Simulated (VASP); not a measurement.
Set up this calculation in VASP 6.6.1, as the native input.

| Quantity | Value |
| --- | --- |
| Task | single point |
| Functional | HSE06 |
| Dispersion | D3(BJ) |
| Potentials or basis | VASP PAW PBE potentials, release 64 (Hg) |
| Cutoff | 400 eV |
| k mesh | 7 × 7 × 7 |
| Occupations | gaussian, width 0.05 eV |
| Spin | no spin polarisation |
| Dipole correction | no |
| Grid for exact exchange (PRECFOCK) | Normal |
| Further INCAR settings | ALGO = Normal; EDIFF = 1e-06; NBANDS = 12 |
| Share of exact exchange | 0.25 |
| Screening parameter | 0.2079 1/Å |

Hg:

```
Hg
1.0
    -1.87674    1.87674    1.91684
     1.87674   -1.87674    1.91684
     1.87674    1.87674   -1.91684
Hg
1
Direct
  0.50000 0.50000 0.00000
```

These files were run (other wordings do the same):

POSCAR

```
Hg
1.0
   -1.8767364350      1.8767364350      1.9168448550
    1.8767364350     -1.8767364350      1.9168448550
    1.8767364350      1.8767364350     -1.9168448550
Hg
1
Direct
    0.5000000000      0.5000000000      0.0000000000
```

INCAR.step1

```
SYSTEM = Hg
PREC = Accurate ; ENCUT = 400
EDIFF = 1E-5 ; ISMEAR = 0
SIGMA = 0.05 ; LREAL = .FALSE.
LASPH = .TRUE. ; NELM = 120
ALGO = Normal ; ISIF = 2
LWAVE = .TRUE. ; LCHARG = .FALSE.
NBANDS = 12 ; GGA = PE
GGA_COMPAT = .FALSE.
```

INCAR.step2

```
SYSTEM = Hg
PREC = Accurate ; ENCUT = 400
EDIFF = 1E-6 ; ISMEAR = 0
SIGMA = 0.05 ; LREAL = .FALSE.
LASPH = .TRUE. ; NELM = 120
ALGO = Normal ; ISIF = 2
LWAVE = .FALSE. ; LCHARG = .FALSE.
GGA = PE ; LHFCALC = .TRUE.
HFSCREEN = 0.2079 ; PRECFOCK = Normal
IVDW = 12 ; VDW_S6 = 1.0
VDW_S8 = 2.31 ; VDW_A1 = 0.383
VDW_A2 = 5.685 ; NBANDS = 12
ISTART = 1 ; GGA_COMPAT = .FALSE.
```

KPOINTS

```
Automatic mesh
0
G
  7 7 7
  0 0 0
```

Potentials or basis: VASP PAW PBE potentials, release 64 (Hg).

Command:

```bash
$ cat potpaw_PBE.64/Hg/POTCAR > POTCAR
$ cp INCAR.step1 INCAR
$ mpirun -np 1 vasp_std > vasp.out
$ cp INCAR.step2 INCAR
$ mpirun -np 1 vasp_std > vasp.out
```

It gave:

```
Pressure                   : -3.0 GPa
Band gap on the k mesh     : zero (bands 6 and 7 overlap by 1.30 eV)
Dispersion energy per atom : -0.499 eV
```

Caveat: the PAW data sets were made with another functional, which shifts forces and pressure a little; spin-orbit coupling is left out, which moves the levels of the heavy elements.

It took 29 min on 1 thread of Intel(R) Xeon(R) Platinum 8488C (Sapphire Rapids), on a shared host, peak memory 0.25 GiB.
